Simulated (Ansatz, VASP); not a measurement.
Two plane-wave programs on AlCo3

```
CELL_PARAMETERS angstrom
3.65673 0.00000 0.00000
0.00000 3.65673 0.00000
0.00000 0.00000 3.65673
ATOMIC_POSITIONS crystal
Al 0.00000 0.00000 0.00000
Co 0.50000 0.50000 0.00000
Co 0.50000 0.00000 0.50000
Co 0.00000 0.50000 0.50000
```

Alike in both runs: task single point; functional r2SCAN; k mesh 12 × 12 × 12; occupations gaussian, width 0.1 eV; collinear spin.

|  | VASP | Ansatz |
| --- | --- | --- |
| version | VASP 6.6.1 | Ansatz 0.2.0 |
| potentials or method | VASP PAW PBE potentials, release 64 (Al, Co), cutoff 520 eV | scalar-relativistic, plane waves, PAW |
| valence electrons in the cell | 30 | 54 |

```tsv
	VASP	Ansatz	Ansatz less VASP
gap on the k mesh at the Fermi level (eV)	none	none	-
pressure (GPa)	-8.3	-8.2	+0.14
net moment per atom (μB)	1.19	1.21	+0.013
size of the moment on the site where the two differ most (μB)	0.03	0.06	+0.029
```

VASP's potentials were made for PBE, not for r2SCAN. Site moments also hang on the region over which each program counts them. A gap of «none» marks a metal or a gap that the smearing closes. The functional is the same, so the differences come from potentials, cutoffs and numerics. VASP's potentials hold 30 valence electrons a cell and Ansatz's 54, so a difference there can come from the potentials and not from the codes. Ansatz's warnings: stability check not made.
